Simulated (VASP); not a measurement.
Write the native input for VASP 6.6.1 that does the following.

```yaml
Task: single point
Functional: r2SCAN
Potentials_or_basis: VASP PAW PBE potentials, release 64 (Pb_d, S)
Cutoff: 520 eV
k_mesh: 8 × 8 × 8
Occupations: fermi-dirac, width 0.05 eV
Spin: no spin polarisation
Dipole_correction: no
Further_INCAR_settings: ALGO = Normal; EDIFF = 1e-07; NBANDS = 17
```

Crystal: PbS (Galena).

```xyz
2
Lattice="0.0000 3.0048 3.0048 3.0048 0.0000 3.0048 3.0048 3.0048 0.0000" Properties=species:S:1:pos:R:3 pbc="T T T"
Pb    0.0000    0.0000    0.0000
S     3.0048    3.0048    3.0048
```

One way to write it, as run:

POSCAR

```
PbS
1.0
    0.0000000000      3.0047775019      3.0047775019
    3.0047775019      0.0000000000      3.0047775019
    3.0047775019      3.0047775019      0.0000000000
Pb S
1 1
Direct
    0.0000000000      0.0000000000      0.0000000000
    0.5000000000      0.5000000000      0.5000000000
```

INCAR.step1

```
SYSTEM = PbS
  PREC = Accurate
  ENCUT = 520
  ISMEAR = -1
  SIGMA = 0.05
  LREAL = .FALSE.
  LASPH = .TRUE.
  NELM = 80
  NBANDS = 17
  GGA = PE
  ALGO = Normal
  EDIFF = 1E-4
  LWAVE = .TRUE.
  LCHARG = .FALSE.
```

INCAR.step2

```
SYSTEM = PbS
  PREC = Accurate
  ENCUT = 520
  EDIFF = 1E-7
  ISMEAR = -1
  SIGMA = 0.05
  LREAL = .FALSE.
  LASPH = .TRUE.
  NELM = 80
  ALGO = Normal
  ISIF = 2
  LWAVE = .FALSE.
  LCHARG = .TRUE.
  METAGGA = R2SCAN
  LMIXTAU = .TRUE.
  LELF = .TRUE.
  LVHAR = .TRUE.
  NBANDS = 17
  ISTART = 1
```

KPOINTS

```
regular mesh
0
G
  8 8 8
  0 0 0
```

Potentials or basis: VASP PAW PBE potentials, release 64 (Pb_d, S).

Launch:

```console
$ cat potpaw_PBE.64/Pb_d/POTCAR potpaw_PBE.64/S/POTCAR > POTCAR
$ cp INCAR.step1 INCAR
$ mpirun -np 1 vasp_std > vasp.out
$ cp INCAR.step2 INCAR
$ mpirun -np 1 vasp_std > vasp.out
```

It gave:

The pressure is -1.0 GPa. The band gap on the k mesh is 0.76 eV, direct.

Caveat: the PAW data sets were made with another functional, which shifts forces and pressure a little; spin-orbit coupling is left out, which moves the levels of the heavy elements.

It took 77 s on 1 thread of Intel(R) Xeon(R) Platinum 8488C (Sapphire Rapids), with other jobs on the host, peak memory 0.19 GiB.
